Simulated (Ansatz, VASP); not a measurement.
# One calculation of HfN, two programs

```
Hf N
1.0
     0.00000    2.45482    2.45482
     2.45482    0.00000    2.45482
     2.45482    2.45482    0.00000
Hf N
1 1
Cartesian
  0.0000 0.0000 0.0000
  1.2274 1.2274 1.2274
```

Alike in both runs: task relaxation of cell and atoms; functional LDA; k mesh 9 × 9 × 9; occupations fermi-dirac, width 0.05 eV; no spin polarisation.

```csv
,VASP,Ansatz
version,VASP 6.6.1,Ansatz 0.2.0
potentials or method,"VASP PAW LDA potentials, release 64 (Hf_pv, N)",Ansatz PAW
plane-wave cutoff (eV),600,420
valence electrons in the cell,15,31
```

Ansatz gave:

```
gap on the k mesh at the Fermi level, each at its own relaxed structure (eV) : none
relaxed volume (Å³/atom)                                                     : 14.07
relaxed cell length with the largest relative difference (Å)                 : 3.414
```

Task: Which values does VASP return?

Result: gap on the k mesh at the Fermi level, each at its own relaxed structure (eV): none; relaxed volume (Å³/atom): 14.06; relaxed cell length with the largest relative difference (Å): 3.413.

LDA's correlation is that of Perdew and Zunger in VASP and of Perdew and Wang (1992) in Ansatz. A gap of «none» marks a metal or a gap that the smearing closes. VASP's potentials hold 15 valence electrons a cell and Ansatz's 31, so a difference there can come from the potentials and not from the codes.

Neither program's run includes spin-orbit coupling. Noted on Ansatz's run: the plane-wave basis is chosen anew once the cell has moved, so the energies of steps on either side of that aren't comparable.
